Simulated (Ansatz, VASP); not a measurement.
**Two plane-wave programs on ZnCu**

```
CELL_PARAMETERS angstrom
2.94500 -0.02945 0.00000
-0.02945 2.94500 0.00000
0.00000 0.00000 2.94500
ATOMIC_POSITIONS crystal
Zn 0.50000 0.50000 0.50000
Cu 0.00000 0.00000 0.00000
```

Change from the starting cell: xy shear strain of -2 %, PAW files.

Alike in both runs: task electric field gradients; functional PBE; k mesh 14 × 14 × 14; occupations fermi-dirac, width 0.08 eV; no spin polarisation.

```csv
,VASP,Ansatz
version,VASP 6.6.1,Ansatz 0.2.0
potentials or method,"VASP PAW PBE potentials, release 64 (Zn, Cu)","PAW with Ansatz's default frozen-core files, scalar-relativistic"
plane-wave cutoff (eV),520,420
valence electrons in the cell,23,31
```

```tsv
	VASP	Ansatz	Ansatz less VASP
pressure (GPa)	2.9	2.3	-0.56
traceless stress, the component that is largest in VASP (GPa)	1.94	1.93	-0.010
size of Vzz on the site where it differs most (V/Å²)	2.5	1.9	-0.64
```

VASP's potentials hold 23 valence electrons a cell and Ansatz's 31, so a difference there can come from the potentials and not from the codes.
